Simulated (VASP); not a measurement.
Input of a VASP 6.6.1 run:

File INCAR:

```
SYSTEM = Sb
PREC = Accurate
ENCUT = 400
EDIFF = 1E-6
ISMEAR = 0
SIGMA = 0.03
LREAL = .False.
LASPH = .True.
NELM = 120
ALGO = Normal
ISIF = 2
LWAVE = .False.
LCHARG = .False.
LDIPOL = .True.
IDIPOL = 3
DIPOL = 0.5 0.5 0.289
GGA = RE
IVDW = 12
NBANDS = 12
GGA_COMPAT = .False.
NELMDL = -8
```

File KPOINTS:

```
regular mesh
0
Gamma
  12 12 1
  0 0 0
```

The input POSCAR:

```
Sb
1.0
    4.0587738983      0.0000000000      0.0000000000
   -2.0293869492      3.5150013042      0.0000000000
    0.0000000000      0.0000000000     27.1000000030
Sb
2
Direct
    0.3333333333      0.6666666667      0.2580857553
    0.6666666667      0.3333333333      0.3194050196
```

Potentials or basis: VASP PAW PBE potentials, release 64 (Sb).

Launch:

```console
$ cat potpaw_PBE.64/Sb/POTCAR > POTCAR
$ mpirun -np 1 vasp_std > vasp.out
```

Task: Estimate the largest force.

Result: 0.076 eV/Å.

Task: What does it give for the band gap on the k mesh?

Result: 1.18 eV, indirect (least direct gap 1.69 eV).

Forces in eV/Å, atoms in the order of the input:
```
Sb   0.000  0.000 -0.076
Sb   0.000  0.000  0.076
```

Caveat: the PAW data sets were made with another functional, which shifts forces and pressure a little; spin-orbit coupling is left out, which moves the levels of the heavy elements.
